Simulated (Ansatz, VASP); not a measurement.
Fe: VASP beside Ansatz

```
CELL_PARAMETERS angstrom
-1.44300 1.44300 1.44300
1.44300 -1.44300 1.44300
1.44300 1.44300 -1.44300
ATOMIC_POSITIONS crystal
Fe 0.00000 0.00000 0.00000
```

Alike in both runs: task single point; functional PBE; k mesh 13 × 13 × 13; occupations gaussian, width 0.012 eV; collinear spin, ferromagnetic start.

```csv
,VASP,Ansatz
version,VASP 6.6.1,Ansatz 0.2.0
potentials or method,"VASP PAW PBE potentials, release 64 (Fe)",Ansatz PAW
plane-wave cutoff (eV),520,420
valence electrons in the cell,8,16
```

Ansatz gave:

```
gap on the k mesh at the Fermi level (eV)                     : none
pressure (GPa)                                                : -9.7
net moment per atom (μB)                                      : 2.25
size of the moment on the site where the two differ most (μB) : 2.31
```

Task: What did VASP give for the same quantities?

Result: gap on the k mesh at the Fermi level (eV): none; pressure (GPa): -9.2; net moment per atom (μB): 2.28; size of the moment on the site where the two differ most (μB): 2.29.

Site moments also hang on the region over which each program counts them. A gap of «none» marks a metal or a gap that the smearing closes. VASP's potentials hold 8 valence electrons a cell and Ansatz's 16, so a difference there can come from the potentials and not from the codes.
